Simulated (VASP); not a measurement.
P5C:

```
P C
1.0
     5.72628    0.00000    0.00000
    -2.86314    4.95910    0.00000
     0.00000    0.00000    5.30459
P C
5 1
Direct
  0.00000 0.67142 0.00000
  0.67142 0.00000 0.00000
  0.32858 0.32858 0.00000
  0.66667 0.33333 0.50000
  0.33333 0.66667 0.50000
  0.00000 0.00000 0.50000
```

The cell was generated, and may not be a known phase.

* Program: VASP 6.6.1
* Task: relaxation of cell and atoms
* Functional: PBE
* Potentials or basis: VASP PAW PBE potentials, release 64 (P, C)
* Cutoff: 600 eV
* k mesh: 6 × 6 × 4
* Occupations: gaussian, width 0.1 eV
* Spin: no spin polarisation

At the start: pressure -17.7 GPa; volume 25.11 Å³/atom.

Question: How do energy, volume and symmetry change on relaxing?

Answer: Over 17 steps the energy falls by 1185.5 meV/atom and the volume is 14.00 Å³/atom (-44.2 %); space group P-62m (No. 189, to 0.1 Å) before and after.

Step by step:
```tsv
step	energy change (eV)	largest force (eV/Å)	pressure (GPa)	volume (Å³)
1	0.0000	0.1284	-17.74	150.64
2	-5.8316	0.3900	-13.85	97.79
3	-6.7954	0.5159	-2.75	81.66
4	-6.8201	0.5454	1.31	78.31
5	-6.8213	0.5355	-0.18	79.46
6	-6.9227	0.4724	0.68	78.97
7	-6.9284	0.4602	1.01	78.81
8	-6.9291	0.4596	1.16	78.75
9	-6.9796	0.4707	0.00	79.90
10	-7.0913	0.3051	-1.37	83.41
11	-6.1787	5.4799	6.88	90.73
12	-7.1000	0.2352	-1.05	83.69
13	-7.1052	0.0028	-0.74	84.63
14	-7.1056	0.0757	-0.83	84.38
15	-7.0672	0.8546	2.63	83.49
16	-7.1091	0.0905	-0.08	84.16
17	-7.1131	0.0332	-0.08	83.99
```

Final structure:
```
CELL_PARAMETERS angstrom
4.55087 0.00000 0.00000
-2.27544 3.94117 0.00000
0.00000 0.00000 4.68288
ATOMIC_POSITIONS crystal
P 0.00000 0.71885 0.00000
P 0.71885 0.00000 0.00000
P 0.28115 0.28115 0.00000
P 0.66667 0.33333 0.50000
P 0.33333 0.66667 0.50000
C 0.00000 0.00000 0.50000
```

Caveat: the volume moved by over 15 % at a fixed basis, so the end points are rough; the highest band is partly filled, so the run has too few bands; an odd number of electrons without spin polarisation forces a metal; a magnetic or distorted state may lie lower.
